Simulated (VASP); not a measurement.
Input of a VASP 6.6.1 run:

File POSCAR:

```
CsGeF3
1.0
    4.4965198475      0.0000000000      0.0000000000
    0.0000000000      4.4965198475      0.0000000000
    0.0000000000      0.0000000000      4.4965198475
Cs Ge F
1 1 3
Direct
    0.0000000000      0.0000000000      0.0000000000
    0.5000000000      0.5000000000      0.5000000000
    0.5000000000      0.5000000000      0.0000000000
    0.5000000000      0.0000000000      0.5000000000
    0.0000000000      0.5000000000      0.5000000000
```

File INCAR.step1:

```
PREC = Accurate
ENCUT = 520
EDIFF = 1E-5
ISMEAR = 0
SIGMA = 0.01
LREAL = F
LASPH = T
NELM = 80
ALGO = Normal
ISIF = 2
LWAVE = T
LCHARG = F
NBANDS = 30
GGA = PE
KPAR = 4
```

Contents of INCAR.step2:

```
PREC = Accurate
ENCUT = 520
EDIFF = 1E-6
ISMEAR = 0
SIGMA = 0.01
LREAL = F
LASPH = T
NELM = 80
ALGO = Normal
ISIF = 2
LWAVE = F
LCHARG = F
GGA = PE
LHFCALC = T
HFSCREEN = 0.2079
PRECFOCK = Fast
NBANDS = 30
ISTART = 1
KPAR = 4
```

File KPOINTS:

```
Automatic mesh
0
Gamma
  4 4 4
```

Potentials or basis: VASP PAW PBE potentials, release 64 (Cs_sv, Ge_d, F).

The run is started by

```sh
$ cat potpaw_PBE.64/Cs_sv/POTCAR potpaw_PBE.64/Ge_d/POTCAR potpaw_PBE.64/F/POTCAR > POTCAR
$ cp INCAR.step1 INCAR
$ mpirun -np 4 vasp_std > vasp.out
$ cp INCAR.step2 INCAR
$ mpirun -np 4 vasp_std > vasp.out
```

Question: Estimate the pressure.

Answer: 1.2 GPa.

Question: Predict the band gap on the k mesh.

Answer: 2.77 eV, direct.

Caveat: the PAW data sets were made with another functional, which shifts forces and pressure a little; spin-orbit coupling is left out, which moves the levels of the heavy elements. A k mesh can miss the band edges.
